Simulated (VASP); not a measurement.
Crystal: Sc2AlAs3.

```
Sc Al As
1.0
     5.05104    0.00000    0.00000
    -2.52552    4.37433    0.00000
     0.00000    0.00000    5.48981
Sc Al As
2 1 3
Direct
  0.33333 0.66667 0.00000
  0.66667 0.33333 0.00000
  0.00000 0.00000 0.50000
  0.33333 0.66667 0.50000
  0.66667 0.33333 0.50000
  0.00000 0.00000 0.00000
```

The cell was generated, and may not be a known phase.

Base run:

```yaml
Program: VASP 6.6.1
Functional: PBE
Potentials_or_basis: VASP PAW PBE potentials, release 64 (Sc_sv, Al, As)
Cutoff: 520 eV
k_mesh: 6 × 6 × 4
Occupations: gaussian, width 0.1 eV
Spin: collinear spin
Starting_moments: "[1.0, 1.0, 0.0, 0.0, 0.0, 0.0] μB"
```

Its results: pressure 0.6 GPa.

The run is repeated on the same cell with these changes: spin from collinear spin to no spin polarisation; further incar settings from ALGO = Fast; EDIFF = 1e-06; NBANDS = 33 to ALGO = Normal; EDIFF = 1e-06; NBANDS = 29. What comes out?

Pressure 0.2 GPa.
